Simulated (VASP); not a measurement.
## Si3N4: relaxation of cell and atoms with r2SCAN

Si3N4:

```
Si N
1.0
     0.00000    3.83825    3.83825
     3.83825    0.00000    3.83825
     3.83825    3.83825    0.00000
Si N
6 8
Direct
  0.62500 0.62500 0.62500
  0.12500 0.62500 0.62500
  0.62500 0.62500 0.12500
  0.62500 0.12500 0.62500
  0.00000 0.00000 0.00000
  0.25000 0.25000 0.25000
  0.38240 0.38240 0.38240
  0.39720 0.86760 0.86760
  0.38240 0.38240 0.85280
  0.86760 0.39720 0.86760
  0.85280 0.38240 0.38240
  0.86760 0.86760 0.86760
  0.38240 0.85280 0.38240
  0.86760 0.86760 0.39720
```

```yaml
Program: VASP 6.6.1
Task: relaxation of cell and atoms
Functional: r2SCAN
Potentials_or_basis: VASP PAW PBE potentials, release 64 (Si, N)
Cutoff: 660 eV
k_mesh: 6 × 6 × 6
Occupations: gaussian, width 0.01 eV
Spin: no spin polarisation
Dipole_correction: no
Further_INCAR_settings: ALGO = Normal; EDIFF = 1e-07; IBRION = 2; EDIFFG = -0.002; NSW = 80; ISIF = 3
```

* Relaxed volume: 8.26 Å³/atom
* Relaxed cell: a = 5.468 Å, b = 5.468 Å, c = 5.468 Å, α = 60.00°, β = 60.00°, γ = 60.00°
* Space group after relaxing (to 0.1 Å): Fd-3m (No. 227)
* Energy gained by relaxing: 4.0 meV/atom
* Ionic steps: 9
* Pressure after relaxing: 0.0 GPa
* Band gap on the k mesh: 4.02 eV (least direct gap 4.05 eV)

The path:
| step | energy change (eV) | largest force (eV/Å) | pressure (GPa) | volume (Å³) |
| --- | --- | --- | --- | --- |
| 1 | 0.0000 | 0.0823 | 7.37 | 113.09 |
| 2 | 0.0644 | 0.2989 | -9.75 | 119.28 |
| 3 | -0.0557 | 0.0813 | -0.01 | 115.55 |
| 4 | -0.0557 | 0.0782 | 0.13 | 115.50 |
| 5 | -0.0557 | 0.0828 | 0.00 | 115.60 |
| 6 | -0.0562 | 0.0019 | 0.06 | 115.55 |
| 7 | -0.0562 | 0.0005 | 0.06 | 115.55 |
| 8 | -0.0563 | 0.0023 | -0.06 | 115.59 |
| 9 | -0.0563 | 0.0013 | -0.02 | 115.58 |

Final structure:
```cif
data_structure
_symmetry_space_group_name_H-M 'P 1'
_symmetry_Int_Tables_number 1
_cell_length_a 5.4676
_cell_length_b 5.4676
_cell_length_c 5.4676
_cell_angle_alpha 60.000
_cell_angle_beta 60.000
_cell_angle_gamma 60.000
_cell_volume 115.58
loop_
_atom_site_label
_atom_site_type_symbol
_atom_site_fract_x
_atom_site_fract_y
_atom_site_fract_z
_atom_site_occupancy
Si1 Si 0.62500 0.62500 0.62500 1
Si2 Si 0.12500 0.62500 0.62500 1
Si3 Si 0.62500 0.62500 0.12500 1
Si4 Si 0.62500 0.12500 0.62500 1
Si5 Si 0.00000 0.00000 0.00000 1
Si6 Si 0.25000 0.25000 0.25000 1
N1 N 0.38240 0.38240 0.38240 1
N2 N 0.39720 0.86760 0.86760 1
N3 N 0.38240 0.38240 0.85280 1
N4 N 0.86760 0.39720 0.86760 1
N5 N 0.85280 0.38240 0.38240 1
N6 N 0.86760 0.86760 0.86760 1
N7 N 0.38240 0.85280 0.38240 1
N8 N 0.86760 0.86760 0.39720 1
```

Levels at points of the mesh, in eV from the valence-band top:
| k point | band 30 | band 31 | band 32 | band 33 | band 34 | band 35 |
| --- | --- | --- | --- | --- | --- | --- |
| (0.00, 0.00, 0.00) | -0.02 | -0.02 | -0.02 | 4.02 | 4.02 | 4.02 |
| (0.50, 0.00, 0.00) | -0.49 | -0.38 | -0.38 | 5.67 | 6.48 | 6.48 |
| (0.50, 0.50, 0.00) | -1.16 | -0.49 | -0.49 | 7.43 | 7.43 | 7.73 |

It took 26 min on 1 thread of Intel(R) Xeon(R) 6975P-C (Granite Rapids), with other jobs on the host, peak memory 0.4 GiB.

Caveat: the PAW data sets were made with another functional, which shifts forces and pressure a little. Zero-point motion and thermal expansion aren't in these numbers.
